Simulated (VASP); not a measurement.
# P in VASP: a series of runs

Runs on P. Level: PBEsol. Tasks: single point.

Everything below comes from runs of VASP 6.6.1. Logs are shortened: lines on timing, memory, paths and dates and some standing lists are left out, and cuts for length are marked.

### 1 The cell of the first run

The cell holds a slab with vacuum, 4 atoms: a = 3.284 Å, b = 34.857 Å, c = 4.632 Å, α = 90.00°, β = 90.00°, γ = 90.00°.

### 2 Single point, PBEsol

The input, INCAR:

```
  PREC = Accurate
  ENCUT = 520
  EDIFF = 1E-6
  ISMEAR = -1
  SIGMA = 0.05
  LREAL = False
  LASPH = True
  NELM = 100
  ALGO = Normal
  ISIF = 2
  LWAVE = False
  LCHARG = True
  GGA = PS
  LELF = True
  LVHAR = True
  NBANDS = 18
```

The input, KPOINTS:

```
regular mesh
0
Gamma
  7 1 5
```

The input, POSCAR:

```
P
1.0
    3.2837277200      0.0000000000      0.0000000000
    0.0000000000     34.8570309900      0.0000000000
    0.0000000000      0.0000000000      4.6320847100
P
4
Direct
    0.5000000000      0.9700795479      0.9106196989
    0.5000000000      0.0299204521      0.0893803011
    0.0000000000      0.0299204521      0.4106196989
    0.0000000000      0.9700795479      0.5893803011
```

Potentials or basis: VASP PAW PBE potentials, release 64 (P).

Run with:

```
$ cat potpaw_PBE.64/P/POTCAR > POTCAR
$ mpirun -np 1 vasp_std > vasp.out
```

OUTCAR:

```text
PREC = Accurate
   ENCUT = 520
   EDIFF = 1E-6
   ISMEAR = -1
   LREAL = False
   LASPH = True
   NELM = 100
   ISIF = 2
   GGA = PS

 ion  position               nearest neighbor table
   1  0.500  0.970  0.911-   4 2.22   4 2.22   2 2.24
   2  0.500  0.030  0.089-   3 2.22   3 2.22   1 2.24
   3  0.000  0.030  0.411-   2 2.22   2 2.22   4 2.24
   4  0.000  0.970  0.589-   1 2.22   1 2.22   3 2.24

  LATTYP: Found a simple orthorhombic cell.
 ALAT       =     3.2837277200
 B/A-ratio  =     1.4106177811
 C/A-ratio  =    10.6150795566

  Lattice vectors:

 A1 = (  -3.2837277200,   0.0000000000,   0.0000000000)
 A2 = (   0.0000000000,   0.0000000000,   4.6320847100)
 A3 = (   0.0000000000,  34.8570309900,   0.0000000000)

Analysis of symmetry for initial positions (statically):
=====================================================================
 Subroutine PRICEL returns:
 Original cell was already a primitive cell.

 Routine SETGRP: Setting up the symmetry group for a
 simple orthorhombic supercell.

 Subroutine GETGRP returns: Found  8 space group operations
 (whereof  4 operations were pure point group operations)
 out of a pool of  8 trial point group operations.

The static configuration has the point symmetry C_2h.
 The point group associated with its full space group is D_2h.

Analysis of symmetry for dynamics (positions and initial velocities):
=====================================================================
 Subroutine PRICEL returns:
 Original cell was already a primitive cell.

 Routine SETGRP: Setting up the symmetry group for a
 simple orthorhombic supercell.

 Subroutine GETGRP returns: Found  8 space group operations
 (whereof  4 operations were pure point group operations)
 out of a pool of  8 trial point group operations.

The dynamic configuration has the point symmetry C_2h.
 The point group associated with its full space group is D_2h.

 Subroutine INISYM returns: Found  8 space group operations
 (whereof  4 operations are pure point group operations),
 and found     1 'primitive' translations

----------------------------------------------------------------------------------------

                                     Primitive cell

[... 69 lines left out ...]
   NGX,Y,Z   is equivalent  to a cutoff of  12.15, 12.88, 12.92 a.u.
   NGXF,Y,Z  is equivalent  to a cutoff of  24.30, 25.75, 25.84 a.u.
 SYSTEM =  unknown system
   PREC   = accura    normal or accurate (medium, high low for compatibility)
   ISTART =      0    job   : 0-new  1-cont  2-samecut
   ICHARG =      2    charge: 1-file 2-atom 10-const
   ISPIN  =      1    spin polarized calculation?
   LNONCOLLINEAR =      F non collinear calculations
   LSORBIT =      F    spin-orbit coupling
   LASPH  =      T    aspherical Exc in radial PAW
   ENCUT  =  520.0 eV  38.22 Ry    6.18 a.u.   6.11 64.81  8.61*2*pi/ulx,y,z
   NELM   =    100;   NELMIN=  2; NELMDL= -5     # of ELM steps
   EDIFF  = 0.1E-05   stopping-criterion for ELM
   LREAL  =      F    real-space projection
[... 7 lines left out ...]
   TEBEG  =    0.0;   TEEND  =   0.0 temperature during run
   PSTRESS=    0.0 pullay stress
   NELECT =      20.0000    total number of electrons
   NUPDOWN=      -1.0000    fix difference up-down
   EMIN   =  10.00;   EMAX   =-10.00  energy-range for DOS
   EFERMI =   0.00;   METHOD = LEGACY
   ISMEAR =    -1;   SIGMA  =   0.05  broadening in eV -4-tet -1-fermi 0-gaus
   EFERMI_NEDOS =   21; number of points for ismear=-14 and -15
   IALGO  =     38    algorithm
   IMIX   =      4    mixing-type and parameters
     AMIX     =   0.40;   BMIX     =  1.00
     AMIX_MAG =   1.60;   BMIX_MAG =  1.00
  volume/ion in A,a.u.               =     132.55       894.48
  Fermi-wavevector in a.u.,A,eV,Ry     =   0.549044  1.037542  4.101461  0.301449
  Thomas-Fermi vector in A             =   1.580001
   LORBIT       =      0    0 simple, 1 ext, 2 COOP (PROOUT), +10 PAW based schemes
   GGA     = PS    functional components
   LHFCALC =     F    Hartree Fock is set to
   AEXX    =    0.0000 exact exchange contribution
   IVDW    =     0    specifies the selected vdW correction
   LEPSILON=     F    determine dielectric tensor
   LRPA    =     F    only Hartree local field effects (RPA)
 non-spin polarized calculation
  energy-cutoff  :      520.00
  volume of cell :      530.19
 maximum number of plane-waves:     14324
   NGX = 13   NGY =129   NGZ = 17

 number of electron      20.0000000 magnetization

 Free energy of the ion-electron system (eV)
  ---------------------------------------------------
  ext. energy  EPLUGINS =         0.00000000
  ---------------------------------------------------
  free energy    TOTEN  =       -22.81609402 eV

  energy without entropy =      -22.81608636  energy(sigma->0) =      -22.81609019

 E-fermi :  -3.0159     XC(G=0):  -1.7727

 val. band max:       -3.4879394644   @ k =   0.0000   0.0000   0.0000
 cond. band min:      -2.5581027521   @ k =   0.0000   0.0000   0.0000
 fundamental gap:      0.9298367123
 Fermi energy:        -3.0159059824

 k-point     1 :       0.0000    0.0000    0.0000
  band No.  band energies     occupation
      1     -18.5113      2.00000
      2     -15.9934      2.00000
      3     -12.7258      2.00000
      4      -9.2091      2.00000
      5      -8.1542      2.00000
      6      -8.0870      2.00000
[... 229 lines left out ...]
      5      -9.0807      2.00000
      6      -8.5687      2.00000
[... 10 lines left out ...]
     17       2.5251      0.00000
     18       3.2046      0.00000

------------------------ aborting loop because EDIFF is reached ----------------------------------------

  FORCE on cell =-STRESS in cart. coord.  units (eV):
  Direction    XX          YY          ZZ          XY          YZ          ZX
  --------------------------------------------------------------------------------------
  -------------------------------------------------------------------------------------
  Total       -0.6998810     -0.0844198     -0.9641911      0.0000000      0.0000000      0.0000000
  in kB       -2.1149533     -0.2551060     -2.9136654      0.0000000      0.0000000      0.0000000
  external PRESSURE =      -1.7612416 kB  Pullay stress =       0.0000000 kB

 VOLUME and BASIS-vectors are now :
 -----------------------------------------------------------------------------
  energy-cutoff  :      520.00
  volume of cell :      530.19
      direct lattice vectors                 reciprocal lattice vectors
     3.283727720  0.000000000  0.000000000     0.304531948  0.000000000  0.000000000
     0.000000000 34.857030990  0.000000000     0.000000000  0.028688617  0.000000000
     0.000000000  0.000000000  4.632084710     0.000000000  0.000000000  0.215885516

 POSITION                                       TOTAL-FORCE (eV/Angst)
 -----------------------------------------------------------------------------------
      1.64186     33.81409      4.21807        -0.000000      0.017023     -0.009792
      1.64186      1.04294      0.41402         0.000000     -0.017023      0.009792
      0.00000      1.04294      1.90203        -0.000000     -0.017023     -0.009792
      0.00000     33.81409      2.73006         0.000000      0.017023      0.009792
 -----------------------------------------------------------------------------------
    total drift:                               -0.000000      0.000000     -0.000000

  FREE ENERGIE OF THE ION-ELECTRON SYSTEM (eV)
  ---------------------------------------------------
  free  energy   TOTEN  =       -22.8160940248 eV

  energy  without entropy=      -22.8160863556  energy(sigma->0) =      -22.81609019
```

OSZICAR:

```text
N       E                     dE             d eps       ncg     rms          rms(c)
DAV:   1     0.137497021920E+03    0.13750E+03   -0.54816E+03   432   0.718E+02
DAV:   2    -0.387034026523E+01   -0.14137E+03   -0.12945E+03   718   0.130E+02
DAV:   3    -0.226199774781E+02   -0.18750E+02   -0.18679E+02   582   0.567E+01
[... 14 lines left out ...]
DAV:  18    -0.228160719695E+02   -0.19647E-04   -0.29808E-07   478   0.209E-03    0.396E-03
DAV:  19    -0.228160857353E+02   -0.13766E-04   -0.29249E-07   434   0.164E-03    0.212E-03
DAV:  20    -0.228160916262E+02   -0.58909E-05   -0.18965E-07   480   0.150E-03    0.232E-03
DAV:  21    -0.228160933460E+02   -0.17198E-05   -0.26303E-08   440   0.737E-04    0.950E-04
DAV:  22    -0.228160940248E+02   -0.67881E-06   -0.68665E-09   428   0.380E-04
   1 F= -.22816094E+02 E0= -.22816090E+02  d E =-.766927E-05
```

stdout:

```text
POSCAR found type information on POSCAR P
 POSCAR found :  1 types and       4 ions
 scaLAPACK will be used
 -----------------------------------------------------------------------------
|                                                                             |
|                                                                             |
|     You enforced a specific xc type in the INCAR file but a different       |
|     I HOPE YOU KNOW WHAT YOU ARE DOING!                                     |
|                                                                             |
 -----------------------------------------------------------------------------

 LDA part: xc-table for (Slater+PW92), standard interpolation
 POSCAR, INCAR and KPOINTS ok, starting setup
 FFT: planning ... GRIDC
 FFT: planning ... GRID_SOFT
 FFT: planning ... GRID
 WAVECAR not read
 entering main loop
```

Wall time 71 s (1 thread of Intel Xeon 6975P-C (Granite Rapids), shared host); peak memory 0.54 GiB.

What came out:

```
Free energy            : -22.8161 eV
Largest force          : 0.020 eV/Å
Band gap on the k mesh : 0.93 eV, direct
```

Forces on the atoms (eV/Å):
```
P    0.000  0.017 -0.010
P    0.000 -0.017  0.010
P    0.000 -0.017 -0.010
P    0.000  0.017  0.010
```

Caveat: the PAW data sets were made with another functional, which shifts forces and pressure a little.

[end of part 1 of 2]
